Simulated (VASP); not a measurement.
# Cs (P6/mmm) in VASP: notebook

The runs below take Cs through single point, relaxation of cell and atoms, with PBE.

Everything below comes from runs of VASP 6.6.1. Logs are shortened: lines on timing, memory, paths and dates and some standing lists are left out, and cuts for length are marked.

### Step 1. The cell of the first run

It takes space group P6/mmm (No. 191, hexagonal). The conventional cell has a = 5.367 Å, b = 5.367 Å, c = 5.015 Å, α = 90.00°, β = 90.00°, γ = 120.00°.

This isn't the form of Cs at room conditions, which is bcc.

### Step 2. Single point, PBE

File INCAR:

```
SYSTEM = Cs
PREC = Accurate
ENCUT = 520
EDIFF = 1E-6
ISMEAR = 0
SIGMA = 0.1
LREAL = .FALSE.
LASPH = .TRUE.
NELM = 100
ALGO = Fast
ISIF = 2
LWAVE = .FALSE.
LCHARG = .FALSE.
GGA = PE
NBANDS = 10
```

File KPOINTS:

```
regular mesh
0
G
  6 6 4
  0 0 0
```

File POSCAR:

```
Cs
1.0
    5.3673347428      0.0000000000      0.0000000000
   -2.6836673714      4.6482482379      0.0000000000
    0.0000000000      0.0000000000      5.0151034003
Cs
1
Direct
    0.0000000000      0.0000000000      0.0000000000
```

Potentials or basis: VASP PAW PBE potentials, release 64 (Cs_sv).

Started as:

```sh
$ cat potpaw_PBE.64/Cs_sv/POTCAR > POTCAR
$ mpirun -np 1 vasp_std > vasp.out
```

OUTCAR:

```text
SYSTEM = Cs
   PREC = Accurate
   ENCUT = 520
   EDIFF = 1E-6
   ISMEAR = 0
   LREAL = .FALSE.
   LASPH = .TRUE.
   NELM = 100
   ISIF = 2
   GGA = PE

 ion  position               nearest neighbor table
   1  0.000  0.000  0.000-

  LATTYP: Found a hexagonal cell.
 ALAT       =     5.3673347428
 C/A-ratio  =     0.9343750000

  Lattice vectors:

 A1 = (   5.3673347428,   0.0000000000,   0.0000000000)
 A2 = (  -2.6836673714,   4.6482482379,   0.0000000000)
 A3 = (   0.0000000000,   0.0000000000,   5.0151034003)

Analysis of symmetry for initial positions (statically):
=====================================================================
 Subroutine PRICEL returns:
 Original cell was already a primitive cell.

 Routine SETGRP: Setting up the symmetry group for a
 hexagonal supercell.

 Subroutine GETGRP returns: Found 24 space group operations
 (whereof 24 operations were pure point group operations)
 out of a pool of 24 trial point group operations.

The static configuration has the point symmetry D_6h.

Analysis of symmetry for dynamics (positions and initial velocities):
=====================================================================
 Subroutine PRICEL returns:
 Original cell was already a primitive cell.

 Routine SETGRP: Setting up the symmetry group for a
 hexagonal supercell.

 Subroutine GETGRP returns: Found 24 space group operations
 (whereof 24 operations were pure point group operations)
 out of a pool of 24 trial point group operations.

The dynamic configuration has the point symmetry D_6h.

 Subroutine INISYM returns: Found 24 space group operations
 (whereof 24 operations are pure point group operations),
 and found     1 'primitive' translations

----------------------------------------------------------------------------------------

                                     Primitive cell

  volume of cell :     125.1203

  direct lattice vectors                    reciprocal lattice vectors
     5.367334743  0.000000000  0.000000000     0.186312210  0.107567405  0.000000000
    -2.683667371  4.648248238  0.000000000     0.000000000  0.215134810  0.000000000
     0.000000000  0.000000000  5.015103400     0.000000000  0.000000000  0.199397683

  length of vectors
     5.367334743  5.367334743  5.015103400     0.215134810  0.215134810  0.199397683

  position of ions in fractional coordinates (direct lattice)
     0.000000000  0.000000000  0.000000000

  ion indices of the primitive-cell ions
   primitive index   ion index
                 1           1

----------------------------------------------------------------------------------------

 KPOINTS: regular mesh

Automatic generation of k-mesh.
 Grid dimensions read from file:
 generate k-points for:    6    6    4

 Generating k-lattice:

  Cartesian coordinates                     Fractional coordinates (reciprocal lattice)
     0.031052035  0.017927901  0.000000000     0.166666667  0.000000000  0.000000000
     0.000000000  0.035855802  0.000000000     0.000000000  0.166666667  0.000000000
     0.000000000  0.000000000  0.049849421     0.000000000  0.000000000  0.250000000

  Length of vectors
     0.035855802  0.035855802  0.049849421

  Shift w.r.t. Gamma in fractional coordinates (k-lattice)
     0.000000000  0.000000000  0.000000000

 Subroutine IBZKPT returns following result:
 ===========================================

 Found     21 irreducible k-points:

 Following reciprocal coordinates:
            Coordinates               Weight
  0.000000  0.000000  0.000000      1.000000
  0.166667  0.000000  0.000000      6.000000
  0.333333  0.000000  0.000000      6.000000
  0.500000  0.000000  0.000000      3.000000
  0.166667  0.166667  0.000000      6.000000
  0.333333  0.166667  0.000000     12.000000
[... 13 lines left out ...]
  0.333333  0.166667  0.500000     12.000000
  0.333333  0.333333  0.500000      2.000000
   k-points           NKPTS =     21   k-points in BZ     NKDIM =     21   number of bands    NBANDS=     10
   number of dos      NEDOS =    301   number of ions     NIONS =      1
   total plane-waves  NPLWV =  64000
   dimension x,y,z NGX =    40 NGY =   40 NGZ =   40
   dimension x,y,z NGXF=    80 NGYF=   80 NGZF=   80
   ions per type =               1
   NGX,Y,Z   is equivalent  to a cutoff of  12.39, 12.39, 13.26 a.u.
   NGXF,Y,Z  is equivalent  to a cutoff of  24.78, 24.78, 26.52 a.u.
 SYSTEM =  Cs
   PREC   = accura    normal or accurate (medium, high low for compatibility)
   ISTART =      0    job   : 0-new  1-cont  2-samecut
   ICHARG =      2    charge: 1-file 2-atom 10-const
   ISPIN  =      1    spin polarized calculation?
   LNONCOLLINEAR =      F non collinear calculations
   LSORBIT =      F    spin-orbit coupling
   LASPH  =      T    aspherical Exc in radial PAW
   ENCUT  =  520.0 eV  38.22 Ry    6.18 a.u.   9.98  9.98  9.32*2*pi/ulx,y,z
   NELM   =    100;   NELMIN=  2; NELMDL= -5     # of ELM steps
   EDIFF  = 0.1E-05   stopping-criterion for ELM
   LREAL  =      F    real-space projection
[... 7 lines left out ...]
   TEBEG  =    0.0;   TEEND  =   0.0 temperature during run
   PSTRESS=    0.0 pullay stress
   NELECT =       9.0000    total number of electrons
   NUPDOWN=      -1.0000    fix difference up-down
   EMIN   =  10.00;   EMAX   =-10.00  energy-range for DOS
   EFERMI =   0.00;   METHOD = LEGACY
   ISMEAR =     0;   SIGMA  =   0.10  broadening in eV -4-tet -1-fermi 0-gaus
   EFERMI_NEDOS =   21; number of points for ismear=-14 and -15
   IALGO  =     68    algorithm
   IMIX   =      4    mixing-type and parameters
     AMIX     =   0.40;   BMIX     =  1.00
     AMIX_MAG =   1.60;   BMIX_MAG =  1.00
  volume/ion in A,a.u.               =     125.12       844.35
  Fermi-wavevector in a.u.,A,eV,Ry     =   0.680842  1.286605  6.306925  0.463546
  Thomas-Fermi vector in A             =   1.759451
   LORBIT       =      0    0 simple, 1 ext, 2 COOP (PROOUT), +10 PAW based schemes
   GGA     = PE    functional components
   LHFCALC =     F    Hartree Fock is set to
   AEXX    =    0.0000 exact exchange contribution
   IVDW    =     0    specifies the selected vdW correction
   LEPSILON=     F    determine dielectric tensor
   LRPA    =     F    only Hartree local field effects (RPA)
 non-spin polarized calculation
 RMM-DIIS sequential band-by-band and
 Gauss-broadening in eV      SIGMA  =   0.10
  energy-cutoff  :      520.00
  volume of cell :      125.12
 maximum number of plane-waves:      3388
 NGX is ok and might be reduce to    40
   NGX = 19   NGY = 19   NGZ = 19

 number of electron       9.0000000 magnetization

 Free energy of the ion-electron system (eV)
  ---------------------------------------------------
  ext. energy  EPLUGINS =         0.00000000
  ---------------------------------------------------
  free energy    TOTEN  =        -0.80623179 eV

  energy without entropy =       -0.80155470  energy(sigma->0) =       -0.80389325

 E-fermi :   0.2797     XC(G=0):  -5.1923

 val. band max:        0.2369282554   @ k =   0.5000   0.0000   0.0000
 cond. band min:       0.3445927989   @ k =   0.1667   0.0000   0.5000
 fundamental gap:      0.1076645435
 Fermi energy:         0.2796550018

 k-point     1 :       0.0000    0.0000    0.0000
  band No.  band energies     occupation
      1     -23.7141      2.00000
      2     -10.4596      2.00000
      3     -10.4596      2.00000
      4     -10.4496      2.00000
      5      -1.3267      2.00000
      6       1.6925      0.00000
      7       2.6436      0.00000
      8       2.6436      0.00000
      9       4.5746      0.00000
     10       4.5943      0.00000

 k-point     2 :       0.1667    0.0000    0.0000
  band No.  band energies     occupation
      1     -23.7128      2.00000
      2     -10.4908      2.00000
      3     -10.4669      2.00000
      4     -10.4464      2.00000
      5      -1.0701      2.00000
      6       1.7905      0.00000
      7       2.1357      0.00000
      8       2.8936      0.00000
      9       3.9502      0.00000
     10       4.4975      0.00000

 k-point     3 :       0.3333    0.0000    0.0000
  band No.  band energies     occupation
      1     -23.7103      2.00000
      2     -10.5517      2.00000
      3     -10.4814      2.00000
      4     -10.4399      2.00000
      5      -0.3941      2.00000
      6       1.4220      0.00000
      7       1.8712      0.00000
      8       3.4189      0.00000
      9       3.5901      0.00000
     10       4.3582      0.00000

 k-point     4 :       0.5000    0.0000    0.0000
  band No.  band energies     occupation
      1     -23.7090      2.00000
      2     -10.5815      2.00000
      3     -10.4886      2.00000
      4     -10.4366      2.00000
      5       0.2369      1.45432
      6       0.9092      0.00000
      7       1.7660      0.00000
      8       3.2356      0.00000
      9       4.2935      0.00000
     10       4.4955      0.00000
[... 183 lines left out ...]
 k-point    19 :       0.1667    0.1667    0.5000
  band No.  band energies     occupation
      1     -23.7046      2.00000
      2     -10.5967      2.00000
      3     -10.5130      2.00000
      4     -10.4686      2.00000
      5       0.7263      0.00000
      6       0.8859      0.00000
      7       2.2897      0.00000
      8       2.5689      0.00000
      9       3.1891      0.00000
     10       3.8486      0.00000

 k-point    20 :       0.3333    0.1667    0.5000
  band No.  band energies     occupation
      1     -23.7027      2.00000
      2     -10.5890      2.00000
      3     -10.5465      2.00000
      4     -10.4885      2.00000
      5       0.8528      0.00000
      6       1.5602      0.00000
      7       1.9722      0.00000
      8       2.2132      0.00000
      9       3.1868      0.00000
     10       4.7620      0.00000

 k-point    21 :       0.3333    0.3333    0.5000
  band No.  band energies     occupation
      1     -23.7021      2.00000
      2     -10.5865      2.00000
      3     -10.5265      2.00000
      4     -10.5265      2.00000
      5       1.2669      0.00000
      6       1.2669      0.00000
      7       2.1065      0.00000
      8       2.1065      0.00000
      9       3.3490      0.00000
     10       3.8176      0.00000

------------------------ aborting loop because EDIFF is reached ----------------------------------------

  FORCE on cell =-STRESS in cart. coord.  units (eV):
  Direction    XX          YY          ZZ          XY          YZ          ZX
  --------------------------------------------------------------------------------------
  -------------------------------------------------------------------------------------
  Total        0.0033816      0.0033816     -0.1287506      0.0000000     -0.0000000      0.0000000
  in kB        0.0433015      0.0433015     -1.6486632      0.0000000     -0.0000000      0.0000000
  external PRESSURE =      -0.5206867 kB  Pullay stress =       0.0000000 kB

 VOLUME and BASIS-vectors are now :
 -----------------------------------------------------------------------------
  energy-cutoff  :      520.00
  volume of cell :      125.12
      direct lattice vectors                 reciprocal lattice vectors
     5.367334743  0.000000000  0.000000000     0.186312210  0.107567405  0.000000000
    -2.683667371  4.648248238  0.000000000     0.000000000  0.215134810  0.000000000
     0.000000000  0.000000000  5.015103400     0.000000000  0.000000000  0.199397683

 POSITION                                       TOTAL-FORCE (eV/Angst)
 -----------------------------------------------------------------------------------
      0.00000      0.00000      0.00000        -0.000000      0.000000      0.000000
 -----------------------------------------------------------------------------------
    total drift:                               -0.000000     -0.000000      0.000000

  FREE ENERGIE OF THE ION-ELECTRON SYSTEM (eV)
  ---------------------------------------------------
  free  energy   TOTEN  =        -0.8062317893 eV

  energy  without entropy=       -0.8015547019  energy(sigma->0) =       -0.80389325
```

It took 9.8 s on 1 thread of Intel Xeon 6975P-C (Granite Rapids), shared host; peak memory 0.22 GiB.

What came out:

* Free energy: -0.8062 eV
* Pressure: -0.1 GPa
* Band gap on the k mesh: zero (an odd number of electrons rules out a gap without spin polarisation)

Caveat: spin-orbit coupling is left out, which moves the levels of the heavy elements.

### Step 3. Single point, PBE

This run uses another cell than the first one, of 122.57 Å³/atom.

File INCAR:

```
SYSTEM = Cs
ALGO = Fast
EDIFF = 1E-6
ENCUT = 520
GGA = PE
ISIF = 2
ISMEAR = 0
LASPH = .TRUE.
LCHARG = .FALSE.
LREAL = .FALSE.
LWAVE = .FALSE.
NBANDS = 10
NELM = 100
PREC = Accurate
SIGMA = 0.1
```

File KPOINTS:

```
k-points
0
G
  12 12 12
  0 0 0
```

File POSCAR:

```
Cs
1.0
    5.3140637544      0.0000000000      0.0000000000
   -2.6570318772      4.6021142087      0.0000000000
    0.0000000000      0.0000000000      5.0119339445
Cs
1
Direct
    0.0000000000      0.0000000000      0.0000000000
```

Potentials or basis: VASP PAW PBE potentials, release 64 (Cs_sv).

Started as:

```sh
$ cat potpaw_PBE.64/Cs_sv/POTCAR > POTCAR
$ mpirun -np 1 vasp_std > vasp.out
```

It took 49 s on 1 thread of Intel Xeon 6975P-C (Granite Rapids), shared host; peak memory 0.33 GiB.

It converged, with:

```yaml
Free_energy: -0.8022 eV
Pressure: 0.0 GPa
Band_gap_on_the_k_mesh: zero (an odd number of electrons rules out a gap without spin polarisation)
```

Levels at points of the mesh, in eV from the Fermi level:
```csv
k point,band 1,band 2,band 3,band 4,band 5,band 6,band 7,band 8,band 9,band 10
"(0.00, 0.00, 0.00)",-23.97,-10.71,-10.71,-10.71,-1.62,1.41,2.40,2.40,4.34,4.35
"(0.50, 0.00, 0.00)",-23.97,-10.85,-10.74,-10.70,-0.03,0.67,1.51,2.94,4.05,4.30
"(0.00, 0.00, 0.50)",-23.97,-10.87,-10.70,-10.70,-0.25,0.40,2.77,2.77,3.08,3.08
"(0.50, 0.00, 0.50)",-23.96,-10.85,-10.83,-10.73,0.47,1.07,2.24,2.27,2.50,4.62
```

Caveat: spin-orbit coupling is left out, which moves the levels of the heavy elements.

### Step 4. Relaxation of cell and atoms, PBE

File INCAR:

```
SYSTEM = Cs
PREC = Accurate
ENCUT = 600
EDIFF = 1E-6
ISMEAR = 0
SIGMA = 0.1
LREAL = .FALSE.
LASPH = .TRUE.
NELM = 60
ALGO = Fast
ISIF = 3
LWAVE = .FALSE.
LCHARG = .FALSE.
GGA = PE
IBRION = 2
NSW = 100
EDIFFG = -0.01
```

File KPOINTS:

```
regular mesh
0
G
  12 12 12
  0 0 0
```

File POSCAR:

```
Cs
1.0
    5.3673347428      0.0000000000      0.0000000000
   -2.6836673714      4.6482482379      0.0000000000
    0.0000000000      0.0000000000      5.0151034003
Cs
1
Direct
    0.0000000000      0.0000000000      0.0000000000
```

Started as:

```sh
$ cat potpaw_PBE.64/Cs_sv/POTCAR > POTCAR
$ mpirun -np 1 vasp_std > vasp.out
```

Wall time 2.3 min (1 thread of Intel Xeon 6975P-C (Granite Rapids), shared host); peak memory 0.41 GiB.

The run converged. Its results:

```
Free energy                           : -0.8023 eV
Relaxed volume                        : 122.92 Å³/atom
Relaxed cell                          : a = 5.323 Å, b = 5.323 Å, c = 5.010 Å, α = 90.00°, β = 90.00°, γ = 120.00°
Space group after relaxing (to 0.1 Å) : P6/mmm (No. 191)
Energy gained by relaxing             : 0.4 meV/atom
Ionic steps                           : 3
Pressure after relaxing               : 0.0 GPa
Band gap on the k mesh                : zero (an odd number of electrons rules out a gap without spin polarisation)
```

Step by step:
```csv
step,energy change (eV),largest force (eV/Å),pressure (GPa),volume (Å³)
1,0.0000,0.0000,-0.04,125.12
2,-0.0002,0.0000,-0.03,124.57
3,-0.0004,0.0000,-0.01,122.92
```

Final structure:
```xyz
1
Lattice="5.3225 0.0000 0.0000 -2.6613 4.6094 0.0000 0.0000 0.0000 5.0100" Properties=species:S:1:pos:R:3 pbc="T T T"
Cs   -2.6613    4.6094    0.0000
```

Levels at points of the mesh, in eV from the Fermi level:
```tsv
k point	band 1	band 2	band 3	band 4	band 5	band 6	band 7	band 8
(0.00, 0.00, 0.00)	-23.98	-10.71	-10.71	-10.71	-1.61	1.42	2.40	2.40
(0.50, 0.00, 0.00)	-23.97	-10.85	-10.75	-10.70	-0.03	0.66	1.51	2.95
(0.00, 0.00, 0.50)	-23.97	-10.88	-10.70	-10.70	-0.24	0.41	2.77	2.77
(0.50, 0.00, 0.50)	-23.96	-10.85	-10.83	-10.73	0.48	1.08	2.24	2.27
```

Caveat: spin-orbit coupling is left out, which moves the levels of the heavy elements.

### Step 5. The runs side by side

| task | cell | k mesh | cutoff (eV) | gap on the mesh (eV) | pressure (GPa) |
| --- | --- | --- | --- | --- | --- |
| single point | a = 5.367, b = 5.367, c = 5.015 Å, angles 90.0, 90.0, 120.0°, 1 atom | 6 × 6 × 4 | 520 | none | -0.1 |
| single point | a = 5.314, b = 5.314, c = 5.012 Å, angles 90.0, 90.0, 120.0°, 1 atom | 12 × 12 × 12 | 520 | none | 0.0 |
| relaxation of cell and atoms | relaxed from a = 5.367, b = 5.367, c = 5.015 Å, angles 90.0, 90.0, 120.0°, 1 atom | 12 × 12 × 12 | 600 | none | 0.0 |

Alike in all rows: level PBE; potentials or basis VASP PAW PBE potentials, release 64 (Cs_sv); no spin polarisation; smearing gaussian 0.1 eV.

Caveats: spin-orbit coupling is left out, which moves the levels of the heavy elements.

Total energies depend on the potentials used, so only differences within one code and one set of settings carry meaning.
